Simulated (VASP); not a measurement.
Input of a VASP 6.6.1 run:

File INCAR:

```
PREC     = Accurate       # precision mode
ENCUT    = 520            # plane-wave cutoff, eV
EDIFF    = 1E-6           # SCF threshold, eV
ISMEAR   = 0              # smearing method
SIGMA    = 0.1            # smearing width, eV
LREAL    = False          # projectors in reciprocal space
LASPH    = True           # aspherical terms in the spheres
NELM     = 100            # most SCF steps
ALGO     = Normal         # electronic algorithm
ISIF     = 2              # what is computed and relaxed
LWAVE    = False          # write WAVECAR
LCHARG   = False          # write CHGCAR
GGA      = PE             # functional
NBANDS   = 47             # bands
```

Contents of KPOINTS:

```
regular mesh
0
Gamma
  6 6 2
```

File POSCAR:

```
Hf2Ge3Ru
1.0
    3.2624640800      0.0000000000      0.0000000000
    0.0000000000      3.2624640800      0.0000000000
    0.0000000000      0.0000000000      9.7538157200
Hf Ge Ru
2 3 1
Direct
    0.0000000000      0.0000000000      0.3342649900
    0.0000000000      0.0000000000      0.6657350100
    0.5000000000      0.5000000000      0.1837450000
    0.5000000000      0.5000000000      0.5000000000
    0.5000000000      0.5000000000      0.8162550000
    0.0000000000      0.0000000000      0.0000000000
```

Potentials or basis: VASP PAW PBE potentials, release 64 (Hf_pv, Ge_d, Ru_pv).

The run is started by

```console
$ cat potpaw_PBE.64/Hf_pv/POTCAR potpaw_PBE.64/Ge_d/POTCAR potpaw_PBE.64/Ru_pv/POTCAR > POTCAR
$ mpirun -np 1 vasp_std > vasp.out
```

Problem. Estimate the largest force.

Solution. 3.143 eV/Å.

Problem. What does it give for the pressure?

Solution. 1.4 GPa.

Forces on the atoms (eV/Å):
```
Hf   0.000  0.000 -0.062
Hf   0.000  0.000  0.062
Ge   0.000  0.000 -3.143
Ge   0.000  0.000  0.000
Ge   0.000  0.000  3.143
Ru   0.000  0.000  0.000
```

Caveat: forces of over 1 eV/Å act on the atoms, so gaps and moduli don't describe the material at rest.
